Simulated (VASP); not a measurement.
# Si (P6_3/mmc) in VASP: a series of runs

The runs below take Si through single point, with r2SCAN.

Everything below comes from runs of VASP 6.6.1. Logs are shortened: lines on timing, memory, paths and dates and some standing lists are left out, and cuts for length are marked.

## (1) The cell of the first run

The structure is hexagonal, space group P6_3/mmc (No. 194). Conventional cell: a = 3.831 Å, b = 3.831 Å, c = 6.333 Å, α = 90.00°, β = 90.00°, γ = 120.00°. Within 3.1 Å of Si (site symmetry 3m) lie 4 Si at 2.35 to 2.37 Å.

This isn't the form of Si at room conditions, which is diamond.

## (2) Single point, r2SCAN

File POSCAR:

```
Si
1.0
    3.8313174605      0.0000000000      0.0000000000
   -1.9156587303      3.3180182508      0.0000000000
    0.0000000000      0.0000000000      6.3326220002
Si
4
Direct
    0.6666666667      0.3333333333      0.9369905000
    0.3333333333      0.6666666667      0.4369905000
    0.6666666667      0.3333333333      0.5630095000
    0.3333333333      0.6666666667      0.0630095000
```

File INCAR.step1:

```
ALGO = Normal
EDIFF = 1E-4
ENCUT = 520
GGA = PE
ISMEAR = -1
LASPH = True
LCHARG = False
LREAL = False
LWAVE = True
NBANDS = 16
NELM = 80
PREC = Accurate
SIGMA = 0.05
```

File INCAR.step2:

```
ALGO = Normal
EDIFF = 1E-6
ENCUT = 520
ISIF = 2
ISMEAR = -1
ISTART = 1
LASPH = True
LCHARG = False
LMIXTAU = True
LREAL = False
LWAVE = False
METAGGA = R2SCAN
NBANDS = 16
NELM = 80
PREC = Accurate
SIGMA = 0.05
```

File KPOINTS:

```
k-points
0
Gamma
  8 8 4
```

Potentials or basis: VASP PAW PBE potentials, release 64 (Si).

On the command line:

```console
$ cat potpaw_PBE.64/Si/POTCAR > POTCAR
$ cp INCAR.step1 INCAR
$ mpirun -np 1 vasp_std > vasp.out
$ cp INCAR.step2 INCAR
$ mpirun -np 1 vasp_std > vasp.out
```

OUTCAR:

```text
EDIFF = 1E-6
   ENCUT = 520
   ISIF = 2
   ISMEAR = -1
   ISTART = 1
   LASPH = True
   LREAL = False
   METAGGA = R2SCAN
   NELM = 80
   PREC = Accurate

 ion  position               nearest neighbor table
   1  0.667  0.333  0.937-   4 2.35   4 2.35   4 2.35   3 2.37
   2  0.333  0.667  0.437-   3 2.35   3 2.35   3 2.35   4 2.37
   3  0.667  0.333  0.563-   2 2.35   2 2.35   2 2.35   1 2.37
   4  0.333  0.667  0.063-   1 2.35   1 2.35   1 2.35   2 2.37

  LATTYP: Found a hexagonal cell.
 ALAT       =     3.8313174605
 C/A-ratio  =     1.6528575524

  Lattice vectors:

 A1 = (   3.8313174605,   0.0000000000,   0.0000000000)
 A2 = (  -1.9156587303,   3.3180182508,   0.0000000000)
 A3 = (   0.0000000000,   0.0000000000,   6.3326220002)

Analysis of symmetry for initial positions (statically):
=====================================================================
 Subroutine PRICEL returns:
 Original cell was already a primitive cell.

 Routine SETGRP: Setting up the symmetry group for a
 hexagonal supercell.

 Subroutine GETGRP returns: Found 24 space group operations
 (whereof 12 operations were pure point group operations)
 out of a pool of 24 trial point group operations.

The static configuration has the point symmetry D_3d.
 The point group associated with its full space group is D_6h.

Analysis of symmetry for dynamics (positions and initial velocities):
=====================================================================
 Subroutine PRICEL returns:
 Original cell was already a primitive cell.

 Routine SETGRP: Setting up the symmetry group for a
 hexagonal supercell.

 Subroutine GETGRP returns: Found 24 space group operations
 (whereof 12 operations were pure point group operations)
 out of a pool of 24 trial point group operations.

The dynamic configuration has the point symmetry D_3d.
 The point group associated with its full space group is D_6h.

 Subroutine INISYM returns: Found 24 space group operations
 (whereof 12 operations are pure point group operations),
 and found     1 'primitive' translations

----------------------------------------------------------------------------------------

                                     Primitive cell

  volume of cell :      80.5027

[... 85 lines left out ...]
   ICHARG =      0    charge: 1-file 2-atom 10-const
   ISPIN  =      1    spin polarized calculation?
   LNONCOLLINEAR =      F non collinear calculations
   LSORBIT =      F    spin-orbit coupling
   LASPH  =      T    aspherical Exc in radial PAW
   ENCUT  =  520.0 eV  38.22 Ry    6.18 a.u.   7.12  7.12 11.77*2*pi/ulx,y,z
   NELM   =     80;   NELMIN=  2; NELMDL=  0     # of ELM steps
   EDIFF  = 0.1E-05   stopping-criterion for ELM
   LREAL  =      F    real-space projection
   EDIFFG = 0.1E-04   stopping-criterion for IOM
   NSW    =      0    number of steps for IOM
   IBRION =     -1    ionic relax: 0-MD 1-quasi-New 2-CG
   NFREE  =      0    steps in history (QN), initial steepest desc. (CG)
   ISIF   =      2    stress and relaxation
   ISYM   =      2    0-nonsym 1-usesym 2-fastsym
   POTIM  = 0.5000    time-step for ionic-motion
   TEBEG  =    0.0;   TEEND  =   0.0 temperature during run
   PSTRESS=    0.0 pullay stress
   NELECT =      16.0000    total number of electrons
   NUPDOWN=      -1.0000    fix difference up-down
   EMIN   =  10.00;   EMAX   =-10.00  energy-range for DOS
   EFERMI =   0.00;   METHOD = LEGACY
   ISMEAR =    -1;   SIGMA  =   0.05  broadening in eV -4-tet -1-fermi 0-gaus
   EFERMI_NEDOS =   21; number of points for ismear=-14 and -15
   IALGO  =     38    algorithm
   IMIX   =      4    mixing-type and parameters
     AMIX     =   0.40;   BMIX     =  1.00
     AMIX_MAG =   1.60;   BMIX_MAG =  1.00
  volume/ion in A,a.u.               =      20.13       135.81
  Fermi-wavevector in a.u.,A,eV,Ry     =   0.955384  1.805414 12.418837  0.912759
  Thomas-Fermi vector in A             =   2.084217
   LORBIT       =      0    0 simple, 1 ext, 2 COOP (PROOUT), +10 PAW based schemes
   METAGGA = R2SCAN    functional components
   LHFCALC =     F    Hartree Fock is set to
   AEXX    =    0.0000 exact exchange contribution
   IVDW    =     0    specifies the selected vdW correction
   LEPSILON=     F    determine dielectric tensor
   LRPA    =     F    only Hartree local field effects (RPA)
 non-spin polarized calculation
  energy-cutoff  :      520.00
  volume of cell :       80.50
 maximum number of plane-waves:      2200
   NGX = 15   NGY = 15   NGZ = 23

 number of electron      15.9999999 magnetization

 Free energy of the ion-electron system (eV)
  ---------------------------------------------------
  ext. energy  EPLUGINS =         0.00000000
  ---------------------------------------------------
  free energy    TOTEN  =       -35.04595940 eV

  energy without entropy =      -35.04592759  energy(sigma->0) =      -35.04594349

 E-fermi :   6.2495     XC(G=0):  -9.8299

 val. band max:        5.9547214357   @ k =   0.0000   0.0000   0.0000
 cond. band min:       6.5696689982   @ k =   0.5000   0.0000   0.0000
 fundamental gap:      0.6149475625
 Fermi energy:         6.2495371784

 k-point     1 :       0.0000    0.0000    0.0000
  band No.  band energies     occupation
      1      -6.8176      2.00000
      2      -4.4151      2.00000
      3      -1.5733      2.00000
      4       4.3435      2.00000
      5       4.3435      2.00000
      6       5.5833      2.00000
[... 433 lines left out ...]
      3      -0.6987      2.00000
      4      -0.6987      2.00000
      5       3.1544      2.00000
      6       3.1544      2.00000
[... 8 lines left out ...]
     15      14.3310      0.00000
     16      14.3310      0.00000

 [... further k-points ...]
[... 5 lines left out ...]
  --------------------------------------------------------------------------------------
  -------------------------------------------------------------------------------------
  Total       -0.0517439     -0.0517439      0.0320431      0.0000000      0.0000000     -0.0000000
  in kB       -1.0298155     -1.0298155      0.6377275      0.0000000      0.0000000     -0.0000000
  external PRESSURE =      -0.4739678 kB  Pullay stress =       0.0000000 kB

 VOLUME and BASIS-vectors are now :
 -----------------------------------------------------------------------------
  energy-cutoff  :      520.00
  volume of cell :       80.50
      direct lattice vectors                 reciprocal lattice vectors
     3.831317461  0.000000000  0.000000000     0.261006823  0.150692360  0.000000000
    -1.915658730  3.318018251  0.000000000     0.000000000  0.301384720  0.000000000
     0.000000000  0.000000000  6.332622000     0.000000000  0.000000000  0.157912473

 POSITION                                       TOTAL-FORCE (eV/Angst)
 -----------------------------------------------------------------------------------
      1.91566      1.10601      5.93361        -0.000000      0.000000      0.005069
     -0.00000      2.21201      2.76730         0.000000      0.000000      0.005069
      1.91566      1.10601      3.56533        -0.000000     -0.000000     -0.005069
     -0.00000      2.21201      0.39902         0.000000      0.000000     -0.005069
 -----------------------------------------------------------------------------------
    total drift:                                0.000000     -0.000000      0.000000

  FREE ENERGIE OF THE ION-ELECTRON SYSTEM (eV)
  ---------------------------------------------------
  free  energy   TOTEN  =       -35.0459593952 eV

  energy  without entropy=      -35.0459275885  energy(sigma->0) =      -35.04594349
```

OUTCAR.step1:

```text
EDIFF = 1E-4
   ENCUT = 520
   GGA = PE
   ISMEAR = -1
   LASPH = True
   LREAL = False
[... 685 lines left out ...]
     -0.00000      2.21201      2.76730         0.000000     -0.000000      0.007726
      1.91566      1.10601      3.56533         0.000000      0.000000     -0.007726
     -0.00000      2.21201      0.39902        -0.000000      0.000000     -0.007726
 -----------------------------------------------------------------------------------
    total drift:                                0.000000     -0.000000      0.000000

  FREE ENERGIE OF THE ION-ELECTRON SYSTEM (eV)
  ---------------------------------------------------
  free  energy   TOTEN  =       -21.6471041886 eV

  energy  without entropy=      -21.6469373592  energy(sigma->0) =      -21.64702077
```

It took 3 min on 1 thread of Intel Xeon 8259CL, shared host; peak memory 0.2 GiB.

Results:

```yaml
Free_energy: -35.0460 eV
Pressure: 0.0 GPa
Largest_force: 0.005 eV/Å
Band_gap_on_the_k_mesh: 0.61 eV (least direct gap 1.37 eV)
```

Forces in eV/Å, atoms in the order of the input:
```
Si   0.000  0.000  0.005
Si   0.000  0.000  0.005
Si   0.000  0.000 -0.005
Si   0.000  0.000 -0.005
```

Caveat: semilocal functionals underestimate gaps, and a narrow one can read as zero; the PAW data sets were made with another functional, which shifts forces and pressure a little.

## (3) Single point, r2SCAN

This run uses another cell than the first one, of 20.93 Å³/atom.

File POSCAR:

```
Si
1.0
    3.8817353141      0.0000000000      0.0000000000
   -1.9408676571      3.3616813928      0.0000000000
    0.0000000000      0.0000000000      6.4159555303
Si
4
Direct
    0.6666666667      0.3333333333      0.9369905000
    0.3333333333      0.6666666667      0.4369905000
    0.6666666667      0.3333333333      0.5630095000
    0.3333333333      0.6666666667      0.0630095000
```

File INCAR.step1:

```
  PREC = Accurate
  ENCUT = 520
  ISMEAR = -1
  SIGMA = 0.05
  LREAL = F
  LASPH = T
  NELM = 60
  NBANDS = 16
  GGA = PE
  ALGO = Normal
  EDIFF = 1E-4
  LWAVE = T
  LCHARG = F
```

File INCAR.step2:

```
  PREC = Accurate
  ENCUT = 520
  EDIFF = 1E-6
  ISMEAR = -1
  SIGMA = 0.05
  LREAL = F
  LASPH = T
  NELM = 60
  ALGO = Normal
  ISIF = 2
  LWAVE = F
  LCHARG = T
  METAGGA = R2SCAN
  LMIXTAU = T
  LELF = T
  LVHAR = T
  NBANDS = 16
  ISTART = 1
```

File KPOINTS:

```
regular mesh
0
Gamma
  8 8 4
```

Potentials or basis: VASP PAW PBE potentials, release 64 (Si).

On the command line:

```console
$ cat potpaw_PBE.64/Si/POTCAR > POTCAR
$ cp INCAR.step1 INCAR
$ mpirun -np 1 vasp_std > vasp.out
$ cp INCAR.step2 INCAR
$ mpirun -np 1 vasp_std > vasp.out
```

It took 4 min on 1 thread of Intel Xeon 8259CL, shared host; peak memory 0.2 GiB.

Results (log left out):

* Free energy: -35.0085 eV
* Pressure: -3.6 GPa
* Largest force: 0.020 eV/Å
* Band gap on the k mesh: 0.69 eV (least direct gap 1.26 eV)

Forces in eV/Å, atoms in the order of the input:
```
Si   0.000  0.000  0.020
Si   0.000  0.000  0.020
Si   0.000  0.000 -0.020
Si   0.000  0.000 -0.020
```

Stress tensor (GPa, compression positive):
```
-3.59  0.00  0.00
 0.00 -3.59  0.00
 0.00  0.00 -3.49
```

Levels at points of the mesh, in eV from the valence-band top:
| k point | band 4 | band 5 | band 6 | band 7 | band 8 | band 9 | band 10 | band 11 | band 12 | band 13 |
| --- | --- | --- | --- | --- | --- | --- | --- | --- | --- | --- |
| (0.00, 0.00, 0.00) | -1.55 | -1.55 | -0.35 | 0.00 | 0.00 | 1.26 | 2.19 | 2.19 | 2.52 | 3.65 |
| (0.50, 0.00, 0.00) | -6.11 | -4.68 | -3.10 | -2.95 | -1.47 | 0.69 | 2.60 | 3.28 | 3.38 | 4.64 |
| (0.00, 0.00, 0.50) | -4.30 | -0.94 | -0.94 | -0.94 | -0.94 | 2.03 | 2.03 | 3.21 | 3.21 | 3.21 |
| (0.50, 0.00, 0.50) | -7.39 | -2.49 | -2.49 | -2.46 | -2.46 | 1.15 | 1.15 | 1.98 | 1.98 | 5.94 |

Caveat: the cell stands under tension; semilocal functionals underestimate gaps, and a narrow one can read as zero; the PAW data sets were made with another functional, which shifts forces and pressure a little. A k mesh can miss the band edges.
